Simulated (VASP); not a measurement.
A run of VASP 6.6.1:

File INCAR:

```
SYSTEM = Co
PREC = Accurate ; ENCUT = 520
EDIFF = 1E-7 ; ISMEAR = -1
SIGMA = 0.05 ; LREAL = .FALSE.
LASPH = .TRUE. ; NELM = 150
ALGO = Normal ; ISIF = 2
LWAVE = .FALSE. ; LCHARG = .FALSE.
ISPIN = 2 ; MAGMOM = 1.677 1.677
LORBIT = 11 ; LMAXMIX = 4
GGA = B5 ; ALDAX = 1.0
AGGAX = 1.0 ; AGGAC = 1.0
ALDAC = 0.0 ; NBANDS = 20
```

File KPOINTS:

```
regular mesh
0
G
  23 23 13
  0 0 0
```

The input POSCAR:

```
Co
1.0
    2.5658911312      0.0000000000      0.0000000000
   -1.2829455656      2.2221269030      0.0000000000
    0.0000000000      0.0000000000      4.1369039468
Co
2
Direct
    0.3333333333      0.6666666667      0.2500000000
    0.6666666667      0.3333333333      0.7500000000
```

Potentials or basis: VASP PAW PBE potentials, release 64 (Co).

The run is started by

```console
$ cat potpaw_PBE.64/Co/POTCAR > POTCAR
$ mpirun -np 1 vasp_std > vasp.out
```

Hardware: 1 thread of Oxide Virtual Turin-like Processor, with other jobs on the host.

**Question.** Estimate the wall time of this run.

**Answer.** Run time: 5.6 min on 1 thread of Oxide Virtual Turin-like Processor, on a shared host, peak memory 0.32 GiB. Counts: scf iterations 16, k points 392.
